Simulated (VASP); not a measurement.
ZnSe: single point with LDA

The system is ZnSe.

```xyz
4
Lattice="4.1077 0.0000 0.0000 0.0000 4.1077 0.0000 0.0000 0.0000 6.0704" Properties=species:S:1:pos:R:3 pbc="T T T"
Zn    0.0000    0.0000    0.0000
Zn    2.0539    2.0539    0.0000
Se    0.0000    2.0539    1.4950
Se    2.0539    0.0000    4.5753
```

```json
{
  "Program": "VASP 6.6.1",
  "Task": "single point",
  "Functional": "LDA",
  "Potentials or basis": "VASP PAW LDA potentials, release 64 (Zn, Se)",
  "Cutoff": "500 eV",
  "k mesh": "3 × 3 × 2",
  "Occupations": "gaussian, width 0.01 eV",
  "Spin": "no spin polarisation",
  "Dipole correction": "no",
  "Further INCAR settings": "ALGO = Normal; EDIFF = 1e-06; NBANDS = 26"
}
```

```
Pressure               : -4.0 GPa
Largest force          : 0.591 eV/Å
Band gap on the k mesh : 1.70 eV, direct
```

Forces on the atoms (eV/Å):
```
Zn   0.000  0.000  0.000
Zn   0.000  0.000  0.000
Se   0.000  0.000 -0.591
Se   0.000  0.000  0.591
```

Stress tensor (GPa, compression positive):
```
-3.88  0.00  0.00
 0.00 -3.88  0.00
 0.00  0.00 -4.21
```

Levels at points of the mesh, in eV from the valence-band top:
```
           k point  band 16  band 17  band 18  band 19  band 20  band 21
(0.00, 0.00, 0.00)    -0.01     0.00     0.00     1.70     1.73     2.84
(0.00, 0.00, 0.50)    -1.19    -0.28    -0.28     1.83     3.19     3.51
```

Wall time 25 s on 1 thread of Intel Xeon 8259CL, with other jobs on the host, peak memory 0.16 GiB.

Caveat: the k points lie up to 0.52 Å⁻¹ apart. As with any semilocal functional, this LDA gap is likely too small.
